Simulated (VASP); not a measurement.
# FeGe (P2_13) in VASP: further runs

FeGe is run at these levels: PBE; tasks: single point, relaxation of cell and atoms.

Everything below comes from runs of VASP 6.6.1. Logs are shortened: lines on timing, memory, paths and dates and some standing lists are left out, and cuts for length are marked.

**1. The cell of the first run**

Symmetry: P2_13, No. 198, cubic system. Conventional cell: a = 4.643 Å, b = 4.643 Å, c = 4.643 Å, α = 90.00°, β = 90.00°, γ = 90.00°. Within 3.1 Å of Ge (site symmetry 3) lie 7 Fe at 2.37 to 2.63 Å and 6 Ge at 2.88 Å. Within 3.1 Å of Fe (site symmetry 3) lie 7 Ge at 2.37 to 2.63 Å and 6 Fe at 2.85 Å.

**2. Single point, PBE**

INCAR reads:

```
SYSTEM = FeGe
PREC = Accurate
ENCUT = 520
EDIFF = 1E-6
ISMEAR = -1
SIGMA = 0.1
LREAL = .False.
LASPH = .True.
NELM = 100
ALGO = Normal
ISIF = 2
LWAVE = .False.
LCHARG = .True.
GGA = PE
LELF = .True.
LVHAR = .True.
NBANDS = 54
```

KPOINTS reads:

```
Automatic mesh
0
Gamma
  4 4 4
  0 0 0
```

POSCAR reads:

```
FeGe
1.0
    4.6434960028      0.0000000000      0.0000000000
    0.0000000000      4.6434960028      0.0000000000
    0.0000000000      0.0000000000      4.6434960028
Ge Fe
4 4
Direct
    0.8389727682      0.8389727682      0.8389727682
    0.6610272318      0.1610272318      0.3389727682
    0.3389727682      0.6610272318      0.1610272318
    0.1610272318      0.3389727682      0.6610272318
    0.1334280080      0.1334280080      0.1334280080
    0.3665719920      0.8665719920      0.6334280080
    0.6334280080      0.3665719920      0.8665719920
    0.8665719920      0.6334280080      0.3665719920
```

Potentials or basis: VASP PAW PBE potentials, release 64 (Ge_d, Fe).

Started as:

```sh
cat potpaw_PBE.64/Ge_d/POTCAR potpaw_PBE.64/Fe/POTCAR > POTCAR
mpirun -np 1 vasp_std > vasp.out
```

OUTCAR:

```text
SYSTEM = FeGe
   PREC = Accurate
   ENCUT = 520
   EDIFF = 1E-6
   ISMEAR = -1
   LREAL = .False.
   LASPH = .True.
   NELM = 100
   ISIF = 2
   GGA = PE

 ion  position               nearest neighbor table
   1  0.839  0.839  0.839-   5 2.37   6 2.40   7 2.40   8 2.40   7 2.63   8 2.63   6 2.63   3 2.88
                             4 2.88   2 2.88   2 2.88   4 2.88   3 2.88
   2  0.661  0.161  0.339-   6 2.37   5 2.40   8 2.40   7 2.40   7 2.63   8 2.63   5 2.63   1 2.88
                             1 2.88   3 2.88   3 2.88   4 2.88   4 2.88
   3  0.339  0.661  0.161-   7 2.37   5 2.40   8 2.40   6 2.40   8 2.63   6 2.63   5 2.63   1 2.88
                             4 2.88   2 2.88   2 2.88   4 2.88   1 2.88
   4  0.161  0.339  0.661-   8 2.37   7 2.40   6 2.40   5 2.40   6 2.63   5 2.63   7 2.63   1 2.88
                             3 2.88   2 2.88   1 2.88   2 2.88   3 2.88
   5  0.133  0.133  0.133-   1 2.37   2 2.40   3 2.40   4 2.40   3 2.63   4 2.63   2 2.63   6 2.85
                             7 2.85   8 2.85   6 2.85   8 2.85   7 2.85
   6  0.367  0.867  0.633-   2 2.37   1 2.40   4 2.40   3 2.40   3 2.63   4 2.63   1 2.63   8 2.85
                             5 2.85   5 2.85   7 2.85   7 2.85   8 2.85
   7  0.633  0.367  0.867-   3 2.37   1 2.40   4 2.40   2 2.40   4 2.63   2 2.63   1 2.63   8 2.85
                             5 2.85   8 2.85   6 2.85   6 2.85   5 2.85
   8  0.867  0.633  0.367-   4 2.37   3 2.40   2 2.40   1 2.40   2 2.63   1 2.63   3 2.63   7 2.85
                             5 2.85   7 2.85   5 2.85   6 2.85   6 2.85

  LATTYP: Found a simple cubic cell.
 ALAT       =     4.6434960028

  Lattice vectors:

 A1 = (   4.6434960028,   0.0000000000,   0.0000000000)
 A2 = (   0.0000000000,   4.6434960028,   0.0000000000)
 A3 = (   0.0000000000,   0.0000000000,   4.6434960028)

Analysis of symmetry for initial positions (statically):
=====================================================================
 Subroutine PRICEL returns:
 Original cell was already a primitive cell.

 Routine SETGRP: Setting up the symmetry group for a
 simple cubic supercell.

 Subroutine GETGRP returns: Found 12 space group operations
 (whereof  3 operations were pure point group operations)
 out of a pool of 48 trial point group operations.

The static configuration has the point symmetry C_3 .
 The point group associated with its full space group is T   .

Analysis of symmetry for dynamics (positions and initial velocities):
=====================================================================
 Subroutine PRICEL returns:
 Original cell was already a primitive cell.

 Routine SETGRP: Setting up the symmetry group for a
 simple cubic supercell.

 Subroutine GETGRP returns: Found 12 space group operations
 (whereof  3 operations were pure point group operations)
 out of a pool of 48 trial point group operations.

The dynamic configuration has the point symmetry C_3 .
 The point group associated with its full space group is T   .

 Subroutine INISYM returns: Found 12 space group operations
 (whereof  3 operations are pure point group operations),
 and found     1 'primitive' translations

----------------------------------------------------------------------------------------

                                     Primitive cell

  volume of cell :     100.1233

  direct lattice vectors                    reciprocal lattice vectors
     4.643496003  0.000000000  0.000000000     0.215354982  0.000000000  0.000000000
     0.000000000  4.643496003  0.000000000     0.000000000  0.215354982  0.000000000
     0.000000000  0.000000000  4.643496003     0.000000000  0.000000000  0.215354982

  length of vectors
     4.643496003  4.643496003  4.643496003     0.215354982  0.215354982  0.215354982

  position of ions in fractional coordinates (direct lattice)
     0.838972768  0.838972768  0.838972768
     0.661027232  0.161027232  0.338972768
     0.338972768  0.661027232  0.161027232
     0.161027232  0.338972768  0.661027232
     0.133428008  0.133428008  0.133428008
     0.366571992  0.866571992  0.633428008
     0.633428008  0.366571992  0.866571992
     0.866571992  0.633428008  0.366571992

  ion indices of the primitive-cell ions
   primitive index   ion index
                 1           1
                 2           2
                 3           3
                 4           4
                 5           5
                 6           6
                 7           7
                 8           8

----------------------------------------------------------------------------------------

 KPOINTS: Automatic mesh

Automatic generation of k-mesh.
 Grid dimensions read from file:
 generate k-points for:    4    4    4

 Generating k-lattice:

  Cartesian coordinates                     Fractional coordinates (reciprocal lattice)
     0.053838746  0.000000000  0.000000000     0.250000000  0.000000000  0.000000000
     0.000000000  0.053838746  0.000000000     0.000000000  0.250000000  0.000000000
     0.000000000  0.000000000  0.053838746     0.000000000  0.000000000  0.250000000

  Length of vectors
     0.053838746  0.053838746  0.053838746

  Shift w.r.t. Gamma in fractional coordinates (k-lattice)
     0.000000000  0.000000000  0.000000000

 Subroutine IBZKPT returns following result:
 ===========================================

 Found     11 irreducible k-points:

 Following reciprocal coordinates:
            Coordinates               Weight
  0.000000  0.000000  0.000000      1.000000
  0.250000  0.000000  0.000000      6.000000
  0.500000  0.000000  0.000000      3.000000
  0.250000  0.250000  0.000000     12.000000
  0.500000  0.250000  0.000000      6.000000
 -0.250000  0.500000  0.000000      6.000000
  0.500000  0.500000  0.000000      3.000000
  0.250000  0.250000  0.250000      8.000000
  0.500000  0.250000  0.250000     12.000000
  0.500000  0.500000  0.250000      6.000000
  0.500000  0.500000  0.500000      1.000000
   k-points           NKPTS =     11   k-points in BZ     NKDIM =     11   number of bands    NBANDS=     54
   number of dos      NEDOS =    301   number of ions     NIONS =      8
   total plane-waves  NPLWV =  46656
   dimension x,y,z NGX =    36 NGY =   36 NGZ =   36
   dimension x,y,z NGXF=    72 NGYF=   72 NGZF=   72
   ions per type =               4   4
   NGX,Y,Z   is equivalent  to a cutoff of  12.89, 12.89, 12.89 a.u.
   NGXF,Y,Z  is equivalent  to a cutoff of  25.78, 25.78, 25.78 a.u.
 SYSTEM =  FeGe
   PREC   = accura    normal or accurate (medium, high low for compatibility)
   ISTART =      0    job   : 0-new  1-cont  2-samecut
   ICHARG =      2    charge: 1-file 2-atom 10-const
   ISPIN  =      1    spin polarized calculation?
   LNONCOLLINEAR =      F non collinear calculations
   LSORBIT =      F    spin-orbit coupling
   LASPH  =      T    aspherical Exc in radial PAW
   ENCUT  =  520.0 eV  38.22 Ry    6.18 a.u.   8.63  8.63  8.63*2*pi/ulx,y,z
   NELM   =    100;   NELMIN=  2; NELMDL= -5     # of ELM steps
   EDIFF  = 0.1E-05   stopping-criterion for ELM
   LREAL  =      F    real-space projection
   EDIFFG = 0.1E-04   stopping-criterion for IOM
   NSW    =      0    number of steps for IOM
   IBRION =     -1    ionic relax: 0-MD 1-quasi-New 2-CG
   NFREE  =      0    steps in history (QN), initial steepest desc. (CG)
   ISIF   =      2    stress and relaxation
   ISYM   =      2    0-nonsym 1-usesym 2-fastsym
   POTIM  = 0.5000    time-step for ionic-motion
   TEBEG  =    0.0;   TEEND  =   0.0 temperature during run
   PSTRESS=    0.0 pullay stress
   NELECT =      88.0000    total number of electrons
   NUPDOWN=      -1.0000    fix difference up-down
   EMIN   =  10.00;   EMAX   =-10.00  energy-range for DOS
   EFERMI =   0.00;   METHOD = LEGACY
   ISMEAR =    -1;   SIGMA  =   0.10  broadening in eV -4-tet -1-fermi 0-gaus
   EFERMI_NEDOS =   21; number of points for ismear=-14 and -15
   IALGO  =     38    algorithm
   IMIX   =      4    mixing-type and parameters
     AMIX     =   0.40;   BMIX     =  1.00
     AMIX_MAG =   1.60;   BMIX_MAG =  1.00
  volume/ion in A,a.u.               =      12.52        84.46
  Fermi-wavevector in a.u.,A,eV,Ry     =   1.568161  2.963395 33.458480  2.459129
  Thomas-Fermi vector in A             =   2.670233
   LORBIT       =      0    0 simple, 1 ext, 2 COOP (PROOUT), +10 PAW based schemes
   GGA     = PE    functional components
   LHFCALC =     F    Hartree Fock is set to
   AEXX    =    0.0000 exact exchange contribution
   IVDW    =     0    specifies the selected vdW correction
   LEPSILON=     F    determine dielectric tensor
   LRPA    =     F    only Hartree local field effects (RPA)
 non-spin polarized calculation
  energy-cutoff  :      520.00
  volume of cell :      100.12
 maximum number of plane-waves:      2730
 NGX is ok and might be reduce to    36
   NGX = 17   NGY = 17   NGZ = 17

 number of electron      87.9999960 magnetization

 Free energy of the ion-electron system (eV)
  ---------------------------------------------------
  ext. energy  EPLUGINS =         0.00000000
  ---------------------------------------------------
  free energy    TOTEN  =       -51.76303233 eV

  energy without entropy =      -51.47554569  energy(sigma->0) =      -51.61928901

 E-fermi :   8.2332     XC(G=0): -13.0426

 val. band max:        8.1796272127   @ k =   0.2500   0.0000   0.0000
 cond. band min:       8.2934995094   @ k =   0.2500   0.2500   0.0000
 fundamental gap:      0.1138722967
 Fermi energy:         8.2332211426

 k-point     1 :       0.0000    0.0000    0.0000
  band No.  band energies     occupation
      1     -16.3650      2.00000
      2     -16.3650      2.00000
      3     -16.3650      2.00000
      4     -16.3264      2.00000
      5     -16.3264      2.00000
      6     -16.3264      2.00000
[... 46 lines left out ...]
     53      12.1743      0.00000
     54      12.1743      0.00000
[... 568 lines left out ...]
     53      13.9188      0.00000
     54      13.9188      0.00000

------------------------ aborting loop because EDIFF is reached ----------------------------------------

  FORCE on cell =-STRESS in cart. coord.  units (eV):
  Direction    XX          YY          ZZ          XY          YZ          ZX
  --------------------------------------------------------------------------------------
  -------------------------------------------------------------------------------------
  Total        0.1242292      0.1242292      0.1242292      0.0000000      0.0000000      0.0000000
  in kB        1.9879203      1.9879203      1.9879203      0.0000000      0.0000000      0.0000000
  external PRESSURE =       1.9879203 kB  Pullay stress =       0.0000000 kB

 VOLUME and BASIS-vectors are now :
 -----------------------------------------------------------------------------
  energy-cutoff  :      520.00
  volume of cell :      100.12
      direct lattice vectors                 reciprocal lattice vectors
     4.643496003  0.000000000  0.000000000     0.215354982  0.000000000  0.000000000
     0.000000000  4.643496003  0.000000000     0.000000000  0.215354982  0.000000000
     0.000000000  0.000000000  4.643496003     0.000000000  0.000000000  0.215354982

 POSITION                                       TOTAL-FORCE (eV/Angst)
 -----------------------------------------------------------------------------------
      3.89577      3.89577      3.89577         0.000620      0.000620      0.000620
      3.06948      0.74773      1.57402        -0.000620     -0.000620      0.000620
      1.57402      3.06948      0.74773         0.000620     -0.000620     -0.000620
      0.74773      1.57402      3.06948        -0.000620      0.000620     -0.000620
      0.61957      0.61957      0.61957         0.015133      0.015133      0.015133
      1.70218      4.02392      2.94132        -0.015133     -0.015133      0.015133
      2.94132      1.70218      4.02392         0.015133     -0.015133     -0.015133
      4.02392      2.94132      1.70218        -0.015133      0.015133     -0.015133
 -----------------------------------------------------------------------------------
    total drift:                               -0.000000      0.000000      0.000000

  FREE ENERGIE OF THE ION-ELECTRON SYSTEM (eV)
  ---------------------------------------------------
  free  energy   TOTEN  =       -51.7630323257 eV

  energy  without entropy=      -51.4755456942  energy(sigma->0) =      -51.61928901
```

It took 43 s on 1 thread of Intel Xeon Platinum 8488C (Sapphire Rapids), shared host; peak memory 0.22 GiB.

Results:

```
Free energy            : -51.7630 eV
Pressure               : 0.2 GPa
Largest force          : 0.026 eV/Å
Band gap on the k mesh : 0.11 eV, indirect (least direct gap 0.15 eV)
```

Forces on the atoms (eV/Å):
```
Ge   0.001  0.001  0.001
Ge  -0.001 -0.001  0.001
Ge   0.001 -0.001 -0.001
Ge  -0.001  0.001 -0.001
Fe   0.015  0.015  0.015
Fe  -0.015 -0.015  0.015
Fe   0.015 -0.015 -0.015
Fe  -0.015  0.015 -0.015
```

Levels at points of the mesh, in eV from the valence-band top:
```tsv
k point	band 42	band 43	band 44	band 45	band 46	band 47
(0.00, 0.00, 0.00)	-0.22	-0.07	-0.07	0.46	0.46	0.46
(0.50, 0.00, 0.00)	-0.33	-0.02	-0.02	0.14	0.14	1.48
(0.50, 0.50, 0.00)	-0.87	-0.30	-0.30	0.54	0.54	0.93
(0.50, 0.50, 0.50)	-0.50	-0.50	-0.50	0.36	0.36	0.36
```

**3. Relaxation of cell and atoms, PBE**

This run uses another cell than the first one, of 13.11 Å³/atom, 1.047 times its volume.

INCAR reads:

```
SYSTEM = FeGe
ALGO     = Normal         ! electronic algorithm
EDIFF    = 1E-6           ! SCF threshold, eV
EDIFFG   = -0.01          ! ionic threshold
ENCUT    = 600            ! plane-wave cutoff, eV
GGA      = PE             ! functional
IBRION   = 2              ! ionic algorithm
ISIF     = 3              ! what is computed and relaxed
ISMEAR   = -1             ! smearing method
LASPH    = .TRUE.         ! aspherical terms in the spheres
LCHARG   = .FALSE.        ! write CHGCAR
LREAL    = .FALSE.        ! projectors in reciprocal space
LWAVE    = .FALSE.        ! write WAVECAR
NELM     = 80             ! most SCF steps
NSW      = 60             ! ionic steps
PREC     = Accurate       ! precision mode
SIGMA    = 0.1            ! smearing width, eV
```

KPOINTS reads:

```
k-points
0
G
  4 4 4
  0 0 0
```

POSCAR reads:

```
FeGe
1.0
    4.7156510000      0.0000000000      0.0000000000
    0.0000000000      4.7156510000      0.0000000000
    0.0000000000      0.0000000000      4.7156510000
Ge Fe
4 4
Direct
    0.8420000000      0.8420000000      0.8420000000
    0.6580000000      0.1580000000      0.3420000000
    0.3420000000      0.6580000000      0.1580000000
    0.1580000000      0.3420000000      0.6580000000
    0.1350000000      0.1350000000      0.1350000000
    0.3650000000      0.8650000000      0.6350000000
    0.6350000000      0.3650000000      0.8650000000
    0.8650000000      0.6350000000      0.3650000000
```

Potentials or basis: VASP PAW PBE potentials, release 64 (Ge_d, Fe).

Started as:

```sh
cat potpaw_PBE.64/Ge_d/POTCAR potpaw_PBE.64/Fe/POTCAR > POTCAR
mpirun -np 1 vasp_std > vasp.out
```

It took 5 min on 1 thread of Intel Xeon Platinum 8488C (Sapphire Rapids), shared host; peak memory 0.27 GiB.

The run converged. Its results:

```yaml
Free_energy: -51.7642 eV
Relaxed_volume: 12.53 Å³/atom
Relaxed_cell: a = 4.645 Å, b = 4.645 Å, c = 4.645 Å, α = 90.00°, β = 90.00°, γ = 90.00°
Space_group_after_relaxing_to_0.05_Å: P2_13 (No. 198)
Energy_gained_by_relaxing: 17.4 meV/atom
Ionic_steps: 9
Pressure_after_relaxing: -0.1 GPa
Largest_force_after_relaxing: 0.003 eV/Å
Band_gap_on_the_k_mesh: 0.12 eV, indirect (least direct gap 0.15 eV)
```

Forces on the atoms (eV/Å):
```
Ge   0.000  0.000  0.000
Ge   0.000  0.000  0.000
Ge   0.000  0.000  0.000
Ge   0.000  0.000  0.000
Fe  -0.002 -0.002 -0.002
Fe   0.002  0.002 -0.002
Fe  -0.002  0.002  0.002
Fe   0.002 -0.002  0.002
```

The path:
```
step  energy change (eV)  largest force (eV/Å)  pressure (GPa)  volume (Å³)
   1              0.0000                0.3197           -7.87       104.86
   2              0.0082                0.2313           10.33        95.39
   3             -0.1323                0.2092            0.20       100.00
   4             -0.1378                0.0863            0.07       100.09
   5             -0.1390                0.0371            0.05       100.15
   6             -0.1390                0.0362            0.10       100.15
   7             -0.1392                0.0252           -0.12       100.26
   8             -0.1392                0.0207           -0.16       100.31
   9             -0.1394                0.0033           -0.06       100.23
```

Final structure:
```xyz
8
Lattice="4.6452 0.0000 0.0000 0.0000 4.6452 0.0000 0.0000 0.0000 4.6452" Properties=species:S:1:pos:R:3 pbc="T T T"
Ge    3.8975    3.8975    3.8975
Ge    3.0703    0.7477    1.5749
Ge    1.5749    3.0703    0.7477
Ge    0.7477    1.5749    3.0703
Fe    0.6216    0.6216    0.6216
Fe    1.7011    4.0237    2.9442
Fe    2.9442    1.7011    4.0237
Fe    4.0237    2.9442    1.7011
```

Levels at points of the mesh, in eV from the valence-band top:
```
           k point  band 40  band 41  band 42  band 43  band 44  band 45  band 46  band 47  band 48  band 49
(0.00, 0.00, 0.00)    -0.22    -0.22    -0.22    -0.07    -0.07     0.46     0.46     0.46     2.26     2.26
(0.50, 0.00, 0.00)    -1.00    -0.33    -0.33    -0.01    -0.01     0.14     0.14     1.48     1.48     1.59
(0.50, 0.50, 0.00)    -0.99    -0.86    -0.86    -0.30    -0.30     0.54     0.54     0.93     0.93     2.02
(0.50, 0.50, 0.50)    -0.59    -0.49    -0.49    -0.49    -0.49     0.36     0.36     0.36     0.36     4.66
```

A k mesh can miss the band edges. Spin polarisation is off, so any magnetic state and its effect on volume and gap are missing.
